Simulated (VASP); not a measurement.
# Ga (Pm-3m) in VASP: further runs

Runs on Ga. Level: PBE. Tasks: single point.

Program: VASP 6.6.1. These are calculated values, not measurements. Logs are shortened: lines on timing, memory, paths and dates and some standing lists are left out, and cuts for length are marked.

## (1) The cell of the first run

It takes space group Pm-3m (No. 221, cubic). Conventional cell: a = 2.296 Å, b = 2.296 Å, c = 2.296 Å, α = 90.00°, β = 90.00°, γ = 90.00°. Ga (site symmetry m-3m) has 6 Ga at 2.30 Å within 3.0 Å.

This isn't the form of Ga at room conditions, which is orthorhombic.

## (2) Single point, PBE

Input file INCAR:

```
PREC = Accurate
ENCUT = 520
EDIFF = 1E-6
ISMEAR = -1
SIGMA = 0.05
LREAL = F
LASPH = T
NELM = 80
ALGO = Normal
ISIF = 2
LWAVE = F
LCHARG = F
GGA = PE
NBANDS = 12
```

Input file KPOINTS:

```
regular mesh
0
Gamma
  16 16 16
```

Input file POSCAR:

```
Ga
1.0
    2.2957487453      0.0000000000      0.0000000000
    0.0000000000      2.2957487453      0.0000000000
    0.0000000000      0.0000000000      2.2957487453
Ga
1
Direct
    0.0000000000      0.0000000000      0.0000000000
```

Potentials or basis: VASP PAW PBE potentials, release 64 (Ga_d).

On the command line:

```sh
> cat potpaw_PBE.64/Ga_d/POTCAR > POTCAR
> mpirun -np 1 vasp_std > vasp.out
```

OUTCAR:

```text
PREC = Accurate
   ENCUT = 520
   EDIFF = 1E-6
   ISMEAR = -1
   LREAL = F
   LASPH = T
   NELM = 80
   ISIF = 2
   GGA = PE

 ion  position               nearest neighbor table
   1  0.000  0.000  0.000-

  LATTYP: Found a simple cubic cell.
 ALAT       =     2.2957487453

  Lattice vectors:

 A1 = (   2.2957487453,   0.0000000000,   0.0000000000)
 A2 = (   0.0000000000,   2.2957487453,   0.0000000000)
 A3 = (   0.0000000000,   0.0000000000,   2.2957487453)

Analysis of symmetry for initial positions (statically):
=====================================================================
 Subroutine PRICEL returns:
 Original cell was already a primitive cell.

 Routine SETGRP: Setting up the symmetry group for a
 simple cubic supercell.

 Subroutine GETGRP returns: Found 48 space group operations
 (whereof 48 operations were pure point group operations)
 out of a pool of 48 trial point group operations.

The static configuration has the point symmetry O_h .

Analysis of symmetry for dynamics (positions and initial velocities):
=====================================================================
 Subroutine PRICEL returns:
 Original cell was already a primitive cell.

 Routine SETGRP: Setting up the symmetry group for a
 simple cubic supercell.

 Subroutine GETGRP returns: Found 48 space group operations
 (whereof 48 operations were pure point group operations)
 out of a pool of 48 trial point group operations.

The dynamic configuration has the point symmetry O_h .

 Subroutine INISYM returns: Found 48 space group operations
 (whereof 48 operations are pure point group operations),
 and found     1 'primitive' translations

----------------------------------------------------------------------------------------

                                     Primitive cell

  volume of cell :      12.0997

  direct lattice vectors                    reciprocal lattice vectors
     2.295748745  0.000000000  0.000000000     0.435587737  0.000000000  0.000000000
     0.000000000  2.295748745  0.000000000     0.000000000  0.435587737  0.000000000
     0.000000000  0.000000000  2.295748745     0.000000000  0.000000000  0.435587737

  length of vectors
     2.295748745  2.295748745  2.295748745     0.435587737  0.435587737  0.435587737

  position of ions in fractional coordinates (direct lattice)
     0.000000000  0.000000000  0.000000000

  ion indices of the primitive-cell ions
   primitive index   ion index
                 1           1

----------------------------------------------------------------------------------------

 KPOINTS: regular mesh

Automatic generation of k-mesh.
 Grid dimensions read from file:
 generate k-points for:   16   16   16

 Generating k-lattice:

  Cartesian coordinates                     Fractional coordinates (reciprocal lattice)
     0.027224234  0.000000000  0.000000000     0.062500000  0.000000000  0.000000000
     0.000000000  0.027224234  0.000000000     0.000000000  0.062500000  0.000000000
     0.000000000  0.000000000  0.027224234     0.000000000  0.000000000  0.062500000

  Length of vectors
     0.027224234  0.027224234  0.027224234

  Shift w.r.t. Gamma in fractional coordinates (k-lattice)
     0.000000000  0.000000000  0.000000000

 Subroutine IBZKPT returns following result:
 ===========================================

 Found    165 irreducible k-points:

 Following reciprocal coordinates:
            Coordinates               Weight
  0.000000  0.000000  0.000000      1.000000
  0.062500  0.000000  0.000000      6.000000
  0.125000  0.000000  0.000000      6.000000
  0.187500  0.000000  0.000000      6.000000
  0.250000  0.000000  0.000000      6.000000
  0.312500  0.000000  0.000000      6.000000
[... 16 lines left out ...]
  0.437500  0.125000  0.000000     24.000000
  0.500000  0.125000  0.000000     12.000000
 [... further k-points ...]
   k-points           NKPTS =    165   k-points in BZ     NKDIM =    165   number of bands    NBANDS=     12
   number of dos      NEDOS =    301   number of ions     NIONS =      1
   total plane-waves  NPLWV =   5832
   dimension x,y,z NGX =    18 NGY =   18 NGZ =   18
   dimension x,y,z NGXF=    36 NGYF=   36 NGZF=   36
   ions per type =               1
   NGX,Y,Z   is equivalent  to a cutoff of  13.03, 13.03, 13.03 a.u.
   NGXF,Y,Z  is equivalent  to a cutoff of  26.07, 26.07, 26.07 a.u.
 SYSTEM =  unknown system
   PREC   = accura    normal or accurate (medium, high low for compatibility)
   ISTART =      0    job   : 0-new  1-cont  2-samecut
   ICHARG =      2    charge: 1-file 2-atom 10-const
   ISPIN  =      1    spin polarized calculation?
   LNONCOLLINEAR =      F non collinear calculations
   LSORBIT =      F    spin-orbit coupling
   LASPH  =      T    aspherical Exc in radial PAW
   ENCUT  =  520.0 eV  38.22 Ry    6.18 a.u.   4.27  4.27  4.27*2*pi/ulx,y,z
   NELM   =     80;   NELMIN=  2; NELMDL= -5     # of ELM steps
   EDIFF  = 0.1E-05   stopping-criterion for ELM
   LREAL  =      F    real-space projection
   EDIFFG = 0.1E-04   stopping-criterion for IOM
   NSW    =      0    number of steps for IOM
   IBRION =     -1    ionic relax: 0-MD 1-quasi-New 2-CG
   NFREE  =      0    steps in history (QN), initial steepest desc. (CG)
   ISIF   =      2    stress and relaxation
   ISYM   =      2    0-nonsym 1-usesym 2-fastsym
   POTIM  = 0.5000    time-step for ionic-motion
   TEBEG  =    0.0;   TEEND  =   0.0 temperature during run
   PSTRESS=    0.0 pullay stress
   NELECT =      13.0000    total number of electrons
   NUPDOWN=      -1.0000    fix difference up-down
   EMIN   =  10.00;   EMAX   =-10.00  energy-range for DOS
   EFERMI =   0.00;   METHOD = LEGACY
   ISMEAR =    -1;   SIGMA  =   0.05  broadening in eV -4-tet -1-fermi 0-gaus
   EFERMI_NEDOS =   21; number of points for ismear=-14 and -15
   IALGO  =     38    algorithm
   IMIX   =      4    mixing-type and parameters
     AMIX     =   0.40;   BMIX     =  1.00
     AMIX_MAG =   1.60;   BMIX_MAG =  1.00
  volume/ion in A,a.u.               =      12.10        81.65
  Fermi-wavevector in a.u.,A,eV,Ry     =   1.676737  3.168573 38.252054  2.811447
  Thomas-Fermi vector in A             =   2.761127
   LORBIT       =      0    0 simple, 1 ext, 2 COOP (PROOUT), +10 PAW based schemes
   GGA     = PE    functional components
   LHFCALC =     F    Hartree Fock is set to
   AEXX    =    0.0000 exact exchange contribution
   IVDW    =     0    specifies the selected vdW correction
   LEPSILON=     F    determine dielectric tensor
   LRPA    =     F    only Hartree local field effects (RPA)
 non-spin polarized calculation
  energy-cutoff  :      520.00
  volume of cell :       12.10
 maximum number of plane-waves:       341
 NGX is ok and might be reduce to    18
   NGX =  9   NGY =  9   NGZ =  9

 number of electron      13.0000013 magnetization

 Free energy of the ion-electron system (eV)
  ---------------------------------------------------
  ext. energy  EPLUGINS =         0.00000000
  ---------------------------------------------------
  free energy    TOTEN  =        -1.55916459 eV

  energy without entropy =       -1.55627793  energy(sigma->0) =       -1.55772126

 E-fermi :  10.2680     XC(G=0): -13.3572

 val. band max:       10.2089879744   @ k =   0.4375   0.4375   0.1875
 cond. band min:      10.2745550025   @ k =   0.5000   0.3750   0.3125
 fundamental gap:      0.0655670281
 Fermi energy:        10.2679917977

 k-point     1 :       0.0000    0.0000    0.0000
  band No.  band energies     occupation
      1      -6.2903      2.00000
      2      -6.2903      2.00000
      3      -4.7284      2.00000
      4      -4.7284      2.00000
      5      -4.7284      2.00000
      6      -4.6090      2.00000
      7      23.1190      0.00000
      8      23.1190      0.00000
      9      23.1190      0.00000
     10      26.1802      0.00000
     11      26.1802      0.00000
     12      31.5483      0.00000

 k-point     2 :       0.0625    0.0000    0.0000
  band No.  band energies     occupation
      1      -6.2845      2.00000
      2      -6.2564      2.00000
      3      -4.7460      2.00000
      4      -4.7460      2.00000
      5      -4.7270      2.00000
      6      -4.4932      2.00000
      7      21.1718      0.00000
      8      23.2538      0.00000
      9      23.2538      0.00000
     10      26.2608      0.00000
     11      27.7506      0.00000
     12      32.1695      0.00000

 k-point     3 :       0.1250    0.0000    0.0000
  band No.  band energies     occupation
      1      -6.2682      2.00000
      2      -6.1666      2.00000
      3      -4.7957      2.00000
      4      -4.7957      2.00000
      5      -4.7228      2.00000
      6      -4.1377      2.00000
      7      18.2482      0.00000
      8      23.6548      0.00000
      9      23.6548      0.00000
     10      26.5036      0.00000
     11      29.1909      0.00000
     12      34.3776      0.00000
[... 286 lines left out ...]
 k-point    23 :       0.4375    0.1250    0.0000
  band No.  band energies     occupation
      1      -6.0544      2.00000
      2      -5.4930      2.00000
      3      -5.3169      2.00000
      4      -5.1472      2.00000
      5      -4.7530      2.00000
      6       1.8818      2.00000
      7       5.7268      2.00000
      8      23.7708      0.00000
      9      27.4952      0.00000
     10      29.3137      0.00000
     11      31.4987      0.00000
     12      35.1741      0.00000

 k-point    24 :       0.5000    0.1250    0.0000
  band No.  band energies     occupation
      1      -6.0482      2.00000
      2      -5.4681      2.00000
      3      -5.3356      2.00000
      4      -5.1634      2.00000
      5      -4.7514      2.00000
      6       3.6693      2.00000
      7       3.7277      2.00000
      8      24.7787      0.00000
      9      26.3106      0.00000
     10      29.9537      0.00000
     11      31.8904      0.00000
     12      34.3385      0.00000

 [... further k-points ...]

------------------------ aborting loop because EDIFF is reached ----------------------------------------

  FORCE on cell =-STRESS in cart. coord.  units (eV):
  Direction    XX          YY          ZZ          XY          YZ          ZX
  --------------------------------------------------------------------------------------
  -------------------------------------------------------------------------------------
  Total        6.2403429      6.2403429      6.2403429     -0.0000000     -0.0000000      0.0000000
  in kB      826.3156406    826.3156406    826.3156406     -0.0000000     -0.0000000      0.0000000
  external PRESSURE =     826.3156406 kB  Pullay stress =       0.0000000 kB

 VOLUME and BASIS-vectors are now :
 -----------------------------------------------------------------------------
  energy-cutoff  :      520.00
  volume of cell :       12.10
      direct lattice vectors                 reciprocal lattice vectors
     2.295748745  0.000000000  0.000000000     0.435587737  0.000000000  0.000000000
     0.000000000  2.295748745  0.000000000     0.000000000  0.435587737  0.000000000
     0.000000000  0.000000000  2.295748745     0.000000000  0.000000000  0.435587737

 POSITION                                       TOTAL-FORCE (eV/Angst)
 -----------------------------------------------------------------------------------
      0.00000      0.00000      0.00000         0.000000      0.000000      0.000000
 -----------------------------------------------------------------------------------
    total drift:                               -0.000000      0.000000      0.000000

  FREE ENERGIE OF THE ION-ELECTRON SYSTEM (eV)
  ---------------------------------------------------
  free  energy   TOTEN  =        -1.5591645867 eV

  energy  without entropy=       -1.5562779304  energy(sigma->0) =       -1.55772126
```

It took 22 s on 1 thread of Intel Xeon 8259CL, shared host; peak memory 0.14 GiB.

Results:

* Free energy: -1.5592 eV
* Pressure: 82.6 GPa
* Band gap on the k mesh: zero (an odd number of electrons rules out a gap without spin polarisation)

Levels at points of the mesh, in eV from the Fermi level:
| k point | band 4 | band 5 | band 6 | band 7 | band 8 | band 9 | band 10 | band 11 |
| --- | --- | --- | --- | --- | --- | --- | --- | --- |
| (0.00, 0.00, 0.00) | -15.00 | -15.00 | -14.88 | 12.85 | 12.85 | 12.85 | 15.91 | 15.91 |
| (0.50, 0.00, 0.00) | -15.44 | -14.96 | -7.09 | -6.93 | 19.09 | 19.09 | 20.83 | 21.56 |
| (0.50, 0.50, 0.00) | -15.37 | -14.63 | -1.55 | -1.55 | 1.02 | 4.21 | 26.41 | 26.41 |
| (0.50, 0.50, 0.50) | -14.60 | -14.60 | 4.03 | 4.03 | 4.03 | 10.01 | 10.01 | 10.01 |

Caveat: the cell stands under pressure.

## (3) Single point, PBE

Input file INCAR:

```
PREC = Accurate
ENCUT = 520
EDIFF = 1E-6
ISMEAR = -1
SIGMA = 0.05
LREAL = False
LASPH = True
NELM = 80
ALGO = Normal
ISIF = 2
LWAVE = False
LCHARG = False
GGA = PE
NBANDS = 12
```

Input file KPOINTS:

```
Automatic mesh
0
Gamma
  16 16 16
```

Input file POSCAR:

```
Ga
1.0
    2.2960055309      0.0000000000      0.0000000000
    0.0000000000      2.2960055309      0.0000000000
    0.0000000000      0.0000000000      2.2960055309
Ga
1
Direct
    0.0000000000      0.0000000000      0.0000000000
```

Potentials or basis: VASP PAW PBE potentials, release 64 (Ga_d).

On the command line:

```sh
> cat potpaw_PBE.64/Ga_d/POTCAR > POTCAR
> mpirun -np 1 vasp_std > vasp.out
```

OUTCAR:

```text
PREC = Accurate
   ENCUT = 520
   EDIFF = 1E-6
   ISMEAR = -1
   LREAL = False
   LASPH = True
   NELM = 80
   ISIF = 2
   GGA = PE

 ion  position               nearest neighbor table
   1  0.000  0.000  0.000-

  LATTYP: Found a simple cubic cell.
 ALAT       =     2.2960055309

  Lattice vectors:

 A1 = (   2.2960055309,   0.0000000000,   0.0000000000)
 A2 = (   0.0000000000,   2.2960055309,   0.0000000000)
[... 537 lines left out ...]
     10      29.9436      0.00000
     11      31.8826      0.00000
     12      34.3292      0.00000

 [... further k-points ...]

------------------------ aborting loop because EDIFF is reached ----------------------------------------

  FORCE on cell =-STRESS in cart. coord.  units (eV):
  Direction    XX          YY          ZZ          XY          YZ          ZX
  --------------------------------------------------------------------------------------
  -------------------------------------------------------------------------------------
  Total        6.2332356      6.2332356      6.2332356      0.0000000     -0.0000000     -0.0000000
  in kB      825.0976191    825.0976191    825.0976191      0.0000000     -0.0000000     -0.0000000
  external PRESSURE =     825.0976191 kB  Pullay stress =       0.0000000 kB

 VOLUME and BASIS-vectors are now :
 -----------------------------------------------------------------------------
  energy-cutoff  :      520.00
  volume of cell :       12.10
      direct lattice vectors                 reciprocal lattice vectors
     2.296005531  0.000000000  0.000000000     0.435539021  0.000000000  0.000000000
     0.000000000  2.296005531  0.000000000     0.000000000  0.435539021  0.000000000
     0.000000000  0.000000000  2.296005531     0.000000000  0.000000000  0.435539021

 POSITION                                       TOTAL-FORCE (eV/Angst)
 -----------------------------------------------------------------------------------
      0.00000      0.00000      0.00000         0.000000      0.000000      0.000000
 -----------------------------------------------------------------------------------
    total drift:                                0.000000      0.000000      0.000000

  FREE ENERGIE OF THE ION-ELECTRON SYSTEM (eV)
  ---------------------------------------------------
  free  energy   TOTEN  =        -1.5612587403 eV

  energy  without entropy=       -1.5583713840  energy(sigma->0) =       -1.55981506
```

OSZICAR:

```text
N       E                     dE             d eps       ncg     rms          rms(c)
DAV:   1     0.412526834578E+02    0.41253E+02   -0.65937E+03  4524   0.214E+03
DAV:   2    -0.546606374992E-01   -0.41307E+02   -0.39587E+02  4092   0.255E+02
DAV:   3    -0.160360674891E+01   -0.15489E+01   -0.15460E+01  4628   0.429E+01
DAV:   4    -0.161335178590E+01   -0.97450E-02   -0.97437E-02  4436   0.337E+00
DAV:   5    -0.161344109011E+01   -0.89304E-04   -0.89303E-04  4700   0.306E-01    0.189E+00
DAV:   6    -0.157398854939E+01    0.39453E-01   -0.84176E-02  4868   0.756E+00    0.922E-01
DAV:   7    -0.156278803625E+01    0.11201E-01   -0.14564E-02  4980   0.265E+00    0.226E-01
DAV:   8    -0.156129902528E+01    0.14890E-02   -0.22798E-03  4972   0.898E-01    0.302E-02
DAV:   9    -0.156126528926E+01    0.33736E-04   -0.26095E-05  4660   0.711E-02    0.845E-03
DAV:  10    -0.156125892003E+01    0.63692E-05   -0.17855E-06  3324   0.263E-02    0.649E-04
DAV:  11    -0.156125874026E+01    0.17977E-06   -0.12401E-07  2808   0.403E-03
   1 F= -.15612587E+01 E0= -.15598151E+01  d E =-.288736E-02
```

It took 23 s on 1 thread of Intel Xeon 8259CL, shared host; peak memory 0.13 GiB.

What came out:

```
Free energy            : -1.5613 eV
Pressure               : 82.5 GPa
Band gap on the k mesh : zero (an odd number of electrons rules out a gap without spin polarisation)
```

Caveat: the cell stands under pressure.
